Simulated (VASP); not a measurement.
Runs of VASP 6.6.1 on NiW7S16 (a cell with a defect). The cell holds a defect, 24 atoms: a = 6.306 Å, b = 6.306 Å, c = 12.323 Å, α = 90.00°, β = 90.00°, γ = 120.00°. 

```csv
level,spin,U,fixed moment (μB),k mesh,pressure (GPa),moment (μB),largest force (eV/Å)
PBEsol+U,"collinear, zero start",Ni d U = 7 eV,0,3 × 3 × 2,(a),0.00,0.21
PBEsol+U,"collinear, zero start",Ni d U = 5 eV,-,3 × 3 × 2,0.6,0.10,0.07
PBEsol+U,"collinear, ferromagnetic start",Ni d U = 5 eV,4,3 × 3 × 2,1.5,4.00,0.93
PBEsol,"collinear, zero start",-,0,3 × 3 × 2,1.1,0.00,0.31
PBEsol+U,"collinear, zero start",Ni d U = 5 eV,0,4 × 4 × 2,0.6,0.00,0.15
```

Alike in all rows: task single point; potentials or basis VASP PAW PBE potentials, release 64 (Ni, W_sv, S); cell as given; cutoff (eV) 350; smearing gaussian 0.03 eV.

Problem. Estimate the missing entries.

Solution. (a) 0.3.

Caveats: some runs use coarse meshes; the PAW data sets were made with another functional, which shifts forces and pressure a little; the total moment is fixed, so each spin has its own Fermi level (at least some runs).
